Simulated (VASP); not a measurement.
Runs of VASP 6.6.1 on Tc. The structure is that of space group P6_3/mmc (No. 194), or close to it. The cells are those of the table. 

| cell | gap on the mesh (eV) | pressure (GPa) |
| --- | --- | --- |
| a = 2.721, b = 2.721, c = 8.711 Å, angles 90.0, 90.0, 120.0°, 4 atoms | none | 0.8 |
| a = 2.748, b = 2.748, c = 8.799 Å, angles 90.0, 90.0, 120.0°, 4 atoms | none | -8.6 |
| a = 2.693, b = 2.693, c = 8.621 Å, angles 90.0, 90.0, 120.0°, 4 atoms | none | (b) |
| a = 2.802, b = 2.802, c = 8.970 Å, angles 90.0, 90.0, 120.0°, 4 atoms | none | -23.2 |
| a = 2.775, b = 2.775, c = 8.885 Å, angles 90.0, 90.0, 120.0°, 4 atoms | none | (a) |

Alike in all rows: task single point; level PBEsol; potentials or basis VASP PAW PBE potentials, release 64 (Tc_pv); no spin polarisation; k mesh 10 × 10 × 3; cutoff (eV) 520; smearing fermi-dirac 0.1 eV.

Question: Estimate the missing entries.

Answer: (a) -16.6; (b) 11.8.

Caveats: the PAW data sets were made with another functional, which shifts forces and pressure a little.

A k mesh can miss the band edges, and the runs leave out spin-orbit coupling on Tc.

A gap of «none» marks levels without a gap at the run's occupations.
